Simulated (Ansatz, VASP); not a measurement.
# CaO: VASP beside Ansatz

```
Ca O
1.0
     0.00000    2.62171    2.62171
     2.62171    0.00000    2.62171
     2.62171    2.62171    0.00000
Ca O
1 1
Direct
  0.00000 0.00000 0.00000
  0.25000 0.25000 0.25000
```

Change from the starting cell: species swapped into the ZnO type (F-43m, No. 216).

Alike in both runs: functional PBE; k mesh 8 × 8 × 8; occupations gaussian, width 0.02 eV; no spin polarisation.

Ansatz relaxed the structure, and its values are those at the end. VASP's run is a single point on that final structure, the one shown.

|  | VASP | Ansatz |
| --- | --- | --- |
| version | VASP 6.6.1 | Ansatz 0.2.0 |
| potentials or method | VASP PAW PBE potentials, release 64 (Ca_sv, O), cutoff 520 eV | scalar-relativistic, plane waves, PAW |
| valence electrons in the cell | 16 | 16 |

```csv
,VASP,Ansatz,Ansatz less VASP
gap on the k mesh at the Fermi level (eV),3.27,3.27,+0.008
least direct gap on the mesh (eV),3.86,3.86,+0.003
pressure (GPa),0.5,0.0,-0.45
```
